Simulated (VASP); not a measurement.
# SnSe (P4/nmm) in VASP: further runs

The runs below take SnSe through single point, with PBE+D3(BJ).

Everything below comes from runs of VASP 6.6.1. Logs are shortened: lines on timing, memory, paths and dates and some standing lists are left out, and cuts for length are marked.

## 1. The cell of the first run

It takes space group P4/nmm (No. 129, tetragonal). Conventional cell: a = 4.134 Å, b = 4.134 Å, c = 6.227 Å, α = 90.00°, β = 90.00°, γ = 90.00°. Within 4.2 Å of Sn (site symmetry 4mm) lie 6 Se at 2.93 to 3.30 Å and 8 Sn at 4.01 to 4.13 Å. Within 3.9 Å of Se (site symmetry 4mm) lie 6 Sn at 2.93 to 3.30 Å.

## 2. Single point, PBE+D3(BJ)

File INCAR:

```
SYSTEM = SnSe
PREC = Accurate
ENCUT = 520
EDIFF = 1E-6
ISMEAR = 0
SIGMA = 0.03
LREAL = .False.
LASPH = .True.
NELM = 60
ALGO = Normal
ISIF = 2
LWAVE = .False.
LCHARG = .True.
GGA = PE
IVDW = 12
LELF = .True.
LVHAR = .True.
NBANDS = 28
```

File KPOINTS:

```
regular mesh
0
Gamma
  8 8 6
  0 0 0
```

File POSCAR:

```
SnSe
1.0
    4.1343133752      0.0000000000      0.0000000000
    0.0000000000      4.1343133752      0.0000000000
    0.0000000000      0.0000000000      6.2271028057
Sn Se
2 2
Direct
    0.5000000000      0.0000000000      0.2201110030
    0.0000000000      0.5000000000      0.7798889970
    0.5000000000      0.0000000000      0.7499352227
    0.0000000000      0.5000000000      0.2500647773
```

Potentials or basis: VASP PAW PBE potentials, release 64 (Sn_d, Se).

Launch:

```console
cat potpaw_PBE.64/Sn_d/POTCAR potpaw_PBE.64/Se/POTCAR > POTCAR
mpirun -np 1 vasp_std > vasp.out
```

OUTCAR:

```text
SYSTEM = SnSe
   PREC = Accurate
   ENCUT = 520
   EDIFF = 1E-6
   ISMEAR = 0
   LREAL = .False.
   LASPH = .True.
   NELM = 60
   ISIF = 2
   GGA = PE
   IVDW = 12
 IVDW          = 12

 ion  position               nearest neighbor table
   1  0.500  0.000  0.220-   3 2.93   4 2.93   4 2.93   4 2.93   4 2.93
   2  0.000  0.500  0.780-   4 2.93   3 2.93   3 2.93   3 2.93   3 2.93
   3  0.500  0.000  0.750-   1 2.93   2 2.93   2 2.93   2 2.93   2 2.93
   4  0.000  0.500  0.250-   2 2.93   1 2.93   1 2.93   1 2.93   1 2.93

  LATTYP: Found a simple tetragonal cell.
 ALAT       =     4.1343133752
 C/A-ratio  =     1.5062000000

  Lattice vectors:

 A1 = (   4.1343133752,   0.0000000000,   0.0000000000)
 A2 = (   0.0000000000,   4.1343133752,   0.0000000000)
 A3 = (   0.0000000000,   0.0000000000,   6.2271028057)

Analysis of symmetry for initial positions (statically):
=====================================================================
 Subroutine PRICEL returns:
 Original cell was already a primitive cell.

 Routine SETGRP: Setting up the symmetry group for a
 simple tetragonal supercell.

 Subroutine GETGRP returns: Found 16 space group operations
 (whereof  8 operations were pure point group operations)
 out of a pool of 16 trial point group operations.

The static configuration has the point symmetry D_2d.
 The point group associated with its full space group is D_4h.

Analysis of symmetry for dynamics (positions and initial velocities):
=====================================================================
 Subroutine PRICEL returns:
 Original cell was already a primitive cell.

 Routine SETGRP: Setting up the symmetry group for a
 simple tetragonal supercell.

 Subroutine GETGRP returns: Found 16 space group operations
 (whereof  8 operations were pure point group operations)
 out of a pool of 16 trial point group operations.

The dynamic configuration has the point symmetry D_2d.
 The point group associated with its full space group is D_4h.

 Subroutine INISYM returns: Found 16 space group operations
 (whereof  8 operations are pure point group operations),
 and found     1 'primitive' translations

----------------------------------------------------------------------------------------

                                     Primitive cell

  volume of cell :     106.4370

  direct lattice vectors                    reciprocal lattice vectors
     4.134313375  0.000000000  0.000000000     0.241878133  0.000000000  0.000000000
     0.000000000  4.134313375  0.000000000     0.000000000  0.241878133  0.000000000
     0.000000000  0.000000000  6.227102806     0.000000000  0.000000000  0.160588324

  length of vectors
     4.134313375  4.134313375  6.227102806     0.241878133  0.241878133  0.160588324

  position of ions in fractional coordinates (direct lattice)
     0.500000000  0.000000000  0.220111003
     0.000000000  0.500000000  0.779888997
     0.500000000  0.000000000  0.749935223
     0.000000000  0.500000000  0.250064777

  ion indices of the primitive-cell ions
   primitive index   ion index
                 1           1
                 2           2
                 3           3
                 4           4

----------------------------------------------------------------------------------------

 KPOINTS: regular mesh

Automatic generation of k-mesh.
 Grid dimensions read from file:
 generate k-points for:    8    8    6

 Generating k-lattice:

  Cartesian coordinates                     Fractional coordinates (reciprocal lattice)
     0.030234767  0.000000000  0.000000000     0.125000000  0.000000000  0.000000000
     0.000000000  0.030234767  0.000000000     0.000000000  0.125000000  0.000000000
     0.000000000  0.000000000  0.026764721     0.000000000  0.000000000  0.166666667

  Length of vectors
     0.030234767  0.030234767  0.026764721

  Shift w.r.t. Gamma in fractional coordinates (k-lattice)
     0.000000000  0.000000000  0.000000000

 Subroutine IBZKPT returns following result:
 ===========================================

 Found     60 irreducible k-points:

 Following reciprocal coordinates:
            Coordinates               Weight
  0.000000  0.000000  0.000000      1.000000
  0.125000  0.000000  0.000000      4.000000
  0.250000  0.000000  0.000000      4.000000
  0.375000  0.000000  0.000000      4.000000
  0.500000  0.000000  0.000000      2.000000
  0.125000  0.125000  0.000000      4.000000
[... 16 lines left out ...]
  0.375000  0.125000  0.166667     16.000000
  0.500000  0.125000  0.166667      8.000000
 [... further k-points ...]
   k-points           NKPTS =     60   k-points in BZ     NKDIM =     60   number of bands    NBANDS=     28
   number of dos      NEDOS =    301   number of ions     NIONS =      4
   total plane-waves  NPLWV =  49152
   dimension x,y,z NGX =    32 NGY =   32 NGZ =   48
   dimension x,y,z NGXF=    64 NGYF=   64 NGZF=   96
   ions per type =               2   2
   NGX,Y,Z   is equivalent  to a cutoff of  12.87, 12.87, 12.81 a.u.
   NGXF,Y,Z  is equivalent  to a cutoff of  25.74, 25.74, 25.63 a.u.
 SYSTEM =  SnSe
   PREC   = accura    normal or accurate (medium, high low for compatibility)
   ISTART =      0    job   : 0-new  1-cont  2-samecut
   ICHARG =      2    charge: 1-file 2-atom 10-const
   ISPIN  =      1    spin polarized calculation?
   LNONCOLLINEAR =      F non collinear calculations
   LSORBIT =      F    spin-orbit coupling
   LASPH  =      T    aspherical Exc in radial PAW
   ENCUT  =  520.0 eV  38.22 Ry    6.18 a.u.   7.69  7.69 11.58*2*pi/ulx,y,z
   NELM   =     60;   NELMIN=  2; NELMDL= -5     # of ELM steps
   EDIFF  = 0.1E-05   stopping-criterion for ELM
   LREAL  =      F    real-space projection
[... 7 lines left out ...]
   TEBEG  =    0.0;   TEEND  =   0.0 temperature during run
   PSTRESS=    0.0 pullay stress
   NELECT =      40.0000    total number of electrons
   NUPDOWN=      -1.0000    fix difference up-down
   EMIN   =  10.00;   EMAX   =-10.00  energy-range for DOS
   EFERMI =   0.00;   METHOD = LEGACY
   ISMEAR =     0;   SIGMA  =   0.03  broadening in eV -4-tet -1-fermi 0-gaus
   EFERMI_NEDOS =   21; number of points for ismear=-14 and -15
   IALGO  =     38    algorithm
   IMIX   =      4    mixing-type and parameters
     AMIX     =   0.40;   BMIX     =  1.00
     AMIX_MAG =   1.60;   BMIX_MAG =  1.00
  volume/ion in A,a.u.               =      26.61       179.57
  Fermi-wavevector in a.u.,A,eV,Ry     =   1.181401  2.232524 18.989755  1.395708
  Thomas-Fermi vector in A             =   2.317675
   LORBIT       =      0    0 simple, 1 ext, 2 COOP (PROOUT), +10 PAW based schemes
   GGA     = PE    functional components
   LHFCALC =     F    Hartree Fock is set to
   AEXX    =    0.0000 exact exchange contribution
   IVDW    =    12    specifies the selected vdW correction
   LEPSILON=     F    determine dielectric tensor
   LRPA    =     F    only Hartree local field effects (RPA)
 non-spin polarized calculation
 Gauss-broadening in eV      SIGMA  =   0.03
  energy-cutoff  :      520.00
  volume of cell :      106.44
 maximum number of plane-waves:      2912
 NGX is ok and might be reduce to    32

 number of electron      39.9999981 magnetization

 Free energy of the ion-electron system (eV)
  ---------------------------------------------------
  ext. energy  EPLUGINS =         0.00000000
  ---------------------------------------------------
  free energy    TOTEN  =       -16.25953285 eV

  energy without entropy =      -16.25953284  energy(sigma->0) =      -16.25953285

 E-fermi :   6.1376     XC(G=0):  -9.6913

 val. band max:        6.0316486961   @ k =   0.5000   0.0000   0.3333
 cond. band min:       6.2405959722   @ k =   0.3750   0.0000   0.5000
 fundamental gap:      0.2089472761
 Fermi energy:         6.1375607543

 k-point     1 :       0.0000    0.0000    0.0000
  band No.  band energies     occupation
      1     -15.7613      2.00000
      2     -15.7278      2.00000
      3     -15.7224      2.00000
      4     -15.7224      2.00000
      5     -15.7143      2.00000
      6     -15.7057      2.00000
[... 20 lines left out ...]
     27      11.2751      0.00000
     28      11.4235      0.00000

 k-point     2 :       0.1250    0.0000    0.0000
  band No.  band energies     occupation
      1     -15.7584      2.00000
      2     -15.7275      2.00000
      3     -15.7226      2.00000
      4     -15.7218      2.00000
      5     -15.7117      2.00000
      6     -15.7083      2.00000
[... 20 lines left out ...]
     27      11.1234      0.00000
     28      12.0425      0.00000

 k-point     3 :       0.2500    0.0000    0.0000
  band No.  band energies     occupation
      1     -15.7512      2.00000
      2     -15.7278      2.00000
      3     -15.7225      2.00000
      4     -15.7204      2.00000
      5     -15.7131      2.00000
      6     -15.7079      2.00000
[... 20 lines left out ...]
     27      11.3776      0.00000
     28      11.9715      0.00000

 k-point     4 :       0.3750    0.0000    0.0000
  band No.  band energies     occupation
      1     -15.7427      2.00000
      2     -15.7304      2.00000
      3     -15.7212      2.00000
      4     -15.7194      2.00000
      5     -15.7172      2.00000
      6     -15.7133      2.00000
[... 578 lines left out ...]
     27      11.1676      0.00000
     28      12.3627      0.00000

 k-point    23 :       0.3750    0.1250    0.1667
  band No.  band energies     occupation
      1     -15.7415      2.00000
      2     -15.7310      2.00000
      3     -15.7238      2.00000
      4     -15.7210      2.00000
      5     -15.7174      2.00000
      6     -15.7124      2.00000
[... 20 lines left out ...]
     27      11.3938      0.00000
     28      13.0780      0.00000

 k-point    24 :       0.5000    0.1250    0.1667
  band No.  band energies     occupation
      1     -15.7356      2.00000
      2     -15.7356      2.00000
      3     -15.7230      2.00000
      4     -15.7230      2.00000
      5     -15.7161      2.00000
      6     -15.7161      2.00000
[... 20 lines left out ...]
     27      12.0514      0.00000
     28      12.0514      0.00000

 [... further k-points ...]

------------------------ aborting loop because EDIFF is reached ----------------------------------------

 Edisp (eV)   -1.44712

 E8    (eV) :    -0.6516

  FORCE on cell =-STRESS in cart. coord.  units (eV):
  Direction    XX          YY          ZZ          XY          YZ          ZX
  --------------------------------------------------------------------------------------
  -------------------------------------------------------------------------------------
  Total       2.31601     2.31601    -2.16174     0.00000     0.00000     0.00000
  in kB      34.86246    34.86246   -32.54024     0.00000     0.00000     0.00000
  external pressure =       12.39 kB  Pullay stress =        0.00 kB

 VOLUME and BASIS-vectors are now :
 -----------------------------------------------------------------------------
  energy-cutoff  :      520.00
  volume of cell :      106.44
      direct lattice vectors                 reciprocal lattice vectors
     4.134313375  0.000000000  0.000000000     0.241878133  0.000000000  0.000000000
     0.000000000  4.134313375  0.000000000     0.000000000  0.241878133  0.000000000
     0.000000000  0.000000000  6.227102806     0.000000000  0.000000000  0.160588324

 POSITION                                       TOTAL-FORCE (eV/Angst)
 -----------------------------------------------------------------------------------
      2.06716      0.00000      1.37065         0.000000     -0.000000      0.205836
      0.00000      2.06716      4.85645        -0.000000      0.000000     -0.205836
      2.06716      0.00000      4.66992         0.000000     -0.000000      0.098373
      0.00000      2.06716      1.55718         0.000000     -0.000000     -0.098373
 -----------------------------------------------------------------------------------
    total drift:                                0.000000      0.000000     -0.000000

  FREE ENERGIE OF THE ION-ELECTRON SYSTEM (eV)
  ---------------------------------------------------
  free  energy   TOTEN  =       -17.7066556466 eV

  energy  without entropy=      -17.7066556439  energy(sigma->0) =      -17.70665565
```

Wall time 64 s (1 thread of Intel Xeon 6975P-C (Granite Rapids), shared host); peak memory 0.3 GiB.

What came out:

* Free energy: -17.7067 eV
* Pressure: 1.2 GPa
* Largest force: 0.206 eV/Å
* Band gap on the k mesh: 0.21 eV (least direct gap 0.33 eV)
* Dispersion energy per atom: -0.362 eV

Forces in eV/Å, atoms in the order of the input:
```
Sn   0.000  0.000  0.206
Sn   0.000  0.000 -0.206
Se   0.000  0.000  0.098
Se   0.000  0.000 -0.098
```

Stress tensor (GPa, compression positive):
```
 3.49  0.00  0.00
 0.00  3.49  0.00
 0.00  0.00 -3.25
```

Caveat: the stress differs along the axes, from -3 to 3 GPa; semilocal functionals underestimate gaps, and a narrow one can read as zero; spin-orbit coupling is left out, which moves the levels of the heavy elements. A k mesh can miss the band edges.

## 3. Single point, PBE+D3(BJ)

File INCAR:

```
SYSTEM = SnSe
PREC = Accurate
ENCUT = 520
EDIFF = 1E-7
ISMEAR = 0
SIGMA = 0.03
LREAL = .FALSE.
LASPH = .TRUE.
NELM = 80
ALGO = Normal
ISIF = 2
LWAVE = .FALSE.
LCHARG = .FALSE.
GGA = PE
IVDW = 12
NBANDS = 28
```

File KPOINTS:

```
Automatic mesh
0
G
  8 8 6
  0 0 0
```

POSCAR, as its differences from that of step 2:

```diff
@@ -8,4 +8,4 @@
 Direct
-    0.5000000000      0.0000000000      0.2201110030
-    0.0000000000      0.5000000000      0.7798889970
+    0.5000000000      0.0000000000      0.2800664834
+    0.0000000000      0.5000000000      0.7199335166
     0.5000000000      0.0000000000      0.7499352227
```

Potentials or basis: VASP PAW PBE potentials, release 64 (Sn_d, Se).

Launch:

```console
cat potpaw_PBE.64/Sn_d/POTCAR potpaw_PBE.64/Se/POTCAR > POTCAR
mpirun -np 1 vasp_std > vasp.out
```

Wall time 62 s (1 thread of Intel Xeon 6975P-C (Granite Rapids), shared host); peak memory 0.3 GiB.

It converged, with:

```yaml
Free_energy: -17.7064 eV
Pressure: 1.2 GPa
Largest_force: 0.208 eV/Å
Band_gap_on_the_k_mesh: 0.21 eV (least direct gap 0.34 eV)
Dispersion_energy_per_atom: -0.362 eV
```

Forces in eV/Å, atoms in the order of the input:
```
Sn   0.000  0.000 -0.208
Sn   0.000  0.000  0.208
Se   0.000  0.000 -0.097
Se   0.000  0.000  0.097
```

Stress tensor (GPa, compression positive):
```
 3.49  0.00  0.00
 0.00  3.49  0.00
 0.00  0.00 -3.23
```

Levels at points of the mesh, in eV from the valence-band top:
| k point | band 17 | band 18 | band 19 | band 20 | band 21 | band 22 | band 23 | band 24 |
| --- | --- | --- | --- | --- | --- | --- | --- | --- |
| (0.00, 0.00, 0.00) | -3.87 | -2.60 | -2.60 | -2.12 | 2.87 | 3.51 | 4.76 | 4.76 |
| (0.50, 0.00, 0.00) | -2.23 | -2.23 | -0.38 | -0.38 | 1.08 | 1.08 | 1.59 | 1.59 |
| (0.50, 0.50, 0.00) | -4.28 | -4.28 | -3.59 | -3.59 | 2.59 | 2.59 | 4.57 | 4.57 |
| (0.00, 0.00, 0.50) | -3.12 | -3.12 | -2.40 | -2.22 | 1.80 | 2.26 | 3.46 | 4.00 |
| (0.50, 0.00, 0.50) | -2.14 | -2.14 | -0.15 | -0.15 | 0.50 | 0.50 | 1.15 | 1.15 |
| (0.50, 0.50, 0.50) | -4.98 | -4.98 | -1.39 | -1.39 | 1.32 | 1.32 | 4.17 | 4.17 |

Caveat: the stress differs along the axes, from -3 to 3 GPa; semilocal functionals underestimate gaps, and a narrow one can read as zero; spin-orbit coupling is left out, which moves the levels of the heavy elements. A k mesh can miss the band edges.

## 4. Single point, PBE+D3(BJ)

This run uses another cell than the first one, of the same volume but with other edges.

File INCAR:

```
SYSTEM = SnSe
ALGO = Normal
EDIFF = 1E-7
ENCUT = 520
GGA = PE
ISIF = 2
ISMEAR = 0
IVDW = 12
LASPH = .True.
LCHARG = .False.
LREAL = .False.
LWAVE = .False.
NBANDS = 28
NELM = 60
PREC = Accurate
SIGMA = 0.03
```

File KPOINTS:

```
k-points
0
Gamma
  8 8 6
  0 0 0
```

File POSCAR:

```
SnSe
1.0
    4.3177180007      0.0000000000      0.0000000000
    0.0000000000      4.3177180007      0.0000000000
    0.0000000000      0.0000000000      5.7093185123
Sn Se
2 2
Direct
    0.5000000000      0.0000000000      0.2800664834
    0.0000000000      0.5000000000      0.7199335166
    0.5000000000      0.0000000000      0.7499352227
    0.0000000000      0.5000000000      0.2500647773
```

Launch:

```console
cat potpaw_PBE.64/Sn_d/POTCAR potpaw_PBE.64/Se/POTCAR > POTCAR
mpirun -np 1 vasp_std > vasp.out
```

It took 58 s on 1 thread of Intel Xeon 6975P-C (Granite Rapids), shared host; peak memory 0.31 GiB.

The run converged. Its results:

| Quantity | Value |
| --- | --- |
| Free energy | -17.5957 eV |
| Pressure | 1.8 GPa |
| Largest force | 0.664 eV/Å |
| Band gap on the k mesh | 0.35 eV (least direct gap 0.43 eV) |
| Dispersion energy per atom | -0.362 eV |

Forces on the atoms (eV/Å):
```
Sn   0.000  0.000 -0.664
Sn   0.000  0.000  0.664
Se   0.000  0.000  0.357
Se   0.000  0.000 -0.357
```

Stress tensor (GPa, compression positive):
```
-2.20  0.00  0.00
 0.00 -2.20  0.00
 0.00  0.00  9.82
```

Levels at points of the mesh, in eV from the valence-band top:
| k point | band 18 | band 19 | band 20 | band 21 | band 22 | band 23 |
| --- | --- | --- | --- | --- | --- | --- |
| (0.00, 0.00, 0.00) | -2.82 | -2.12 | -2.12 | 2.67 | 3.79 | 3.79 |
| (0.50, 0.00, 0.00) | -2.43 | -1.10 | -1.10 | 1.23 | 1.23 | 1.71 |
| (0.50, 0.50, 0.00) | -4.09 | -3.38 | -3.38 | 2.84 | 2.84 | 4.67 |
| (0.00, 0.00, 0.50) | -2.93 | -1.42 | -1.02 | 2.06 | 2.61 | 3.44 |
| (0.50, 0.00, 0.50) | -2.18 | -0.21 | -0.21 | 0.73 | 0.73 | 0.98 |
| (0.50, 0.50, 0.50) | -4.49 | -0.55 | -0.55 | 1.95 | 1.95 | 4.18 |

Caveat: the stress differs along the axes, from -2 to 10 GPa; semilocal functionals underestimate gaps, and a narrow one can read as zero; spin-orbit coupling is left out, which moves the levels of the heavy elements.

## 5. Overview

```tsv
cell	gap on the mesh (eV)	pressure (GPa)	largest force (eV/Å)
a = 4.134, b = 4.134, c = 6.227 Å, 4 atoms, atomic positions A	0.21	1.2	0.21
a = 4.134, b = 4.134, c = 6.227 Å, 4 atoms, atomic positions B	0.21	1.2	0.21
a = 4.318, b = 4.318, c = 5.709 Å, 4 atoms, atomic positions B	0.35	1.8	0.66
```

Alike in all rows: task single point; level PBE+D3(BJ); potentials or basis VASP PAW PBE potentials, release 64 (Sn_d, Se); no spin polarisation; k mesh 8 × 8 × 6; cutoff (eV) 520; smearing gaussian 0.03 eV.

Caveats: semilocal functionals underestimate gaps, and a narrow one can read as zero; spin-orbit coupling is left out, which moves the levels of the heavy elements; the stress differs along the axes, from -3 to 3 GPa (at least some runs); the stress differs along the axes, from -2 to 10 GPa (at least some runs).

Total energies depend on the potentials used, so only differences within one code and one set of settings carry meaning.
